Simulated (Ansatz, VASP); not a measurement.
# PbO in VASP and in Ansatz

The input INCAR:

```
SYSTEM = PbO
PREC = Accurate ; ENCUT = 520
EDIFF = 1E-6 ; ISMEAR = 0
SIGMA = 0.05 ; LREAL = .False.
LASPH = .True. ; NELM = 80
ALGO = Normal ; ISIF = 2
LWAVE = .False. ; LCHARG = .False.
GGA = PS ; NBANDS = 28
```

File KPOINTS:

```
Automatic mesh
0
Gamma
  8 8 6
  0 0 0
```

Contents of POSCAR:

```
PbO
1.0
    4.0737600000      0.0000000000      0.0000000000
    0.0000000000      3.8750400000      0.0000000000
    0.0000000000      0.0000000000      5.0220000000
Pb O
2 2
Direct
    0.0000000000      0.5000000000      0.2351000000
    0.5000000000      0.0000000000      0.7649000000
    0.0000000000      0.0000000000      0.0000000000
    0.5000000000      0.5000000000      0.0000000000
```

Input for Ansatz:

```yaml
crystal:
  lattice:
    - [4.07376, 0.0, 0.0]
    - [0.0, 3.87504, 0.0]
    - [0.0, 0.0, 5.022]
  atoms:
    - { symbol: Pb, position: [0.0, 0.5, 0.2351] }
    - { symbol: Pb, position: [0.5, 0.0, 0.7649] }
    - { symbol: O, position: [0.0, 0.0, 0.0] }
    - { symbol: O, position: [0.5, 0.5, 0.0] }
basis:
  ecutwfc: 420
kpoints:
  mp_grid: { grid: [8, 8, 6] }
hamiltonian:
  xc: pbesol
scf:
  occupations: { method: gaussian, width: 0.05 }
output:
  forces: true
  stress: true
  eigenvalues: true
  write_density: true
  write_potential: true
  elf: true
  volumetric_format: npy
```

Change from the starting cell: strain +0.0250 x Voigt [1, -1, 0, 0, 0, 0], atoms carried along.

Alike in both runs: task single point; functional PBEsol; k mesh 8 × 8 × 6; occupations gaussian, width 0.05 eV; no spin polarisation.

```csv
,VASP,Ansatz
version,VASP 6.6.1,Ansatz 0.2.0
potentials or method,"VASP PAW PBE potentials, release 64 (Pb_d, O), cutoff 520 eV","scalar-relativistic, plane waves, PAW"
valence electrons in the cell,40,40
```

Ansatz gave:

| Quantity | Value |
| --- | --- |
| gap on the k mesh at the Fermi level (eV) | 1.16 |
| least direct gap on the mesh (eV) | 2.27 |
| pressure (GPa) | 1.2 |
| traceless stress, the component that is largest in VASP (GPa) | 1.84 |
| rms of the force components (eV/Å) | 0.176 |

Task: Which values does VASP return?

Result: gap on the k mesh at the Fermi level (eV): 1.16; least direct gap on the mesh (eV): 2.25; pressure (GPa): 1.3; traceless stress, the component that is largest in VASP (GPa): 1.90; rms of the force components (eV/Å): 0.187.

VASP's potentials were made for PBE, not for PBEsol. Atom by atom the forces differ by 0.019 eV/Å (rms over components).

Spin-orbit coupling is off throughout.
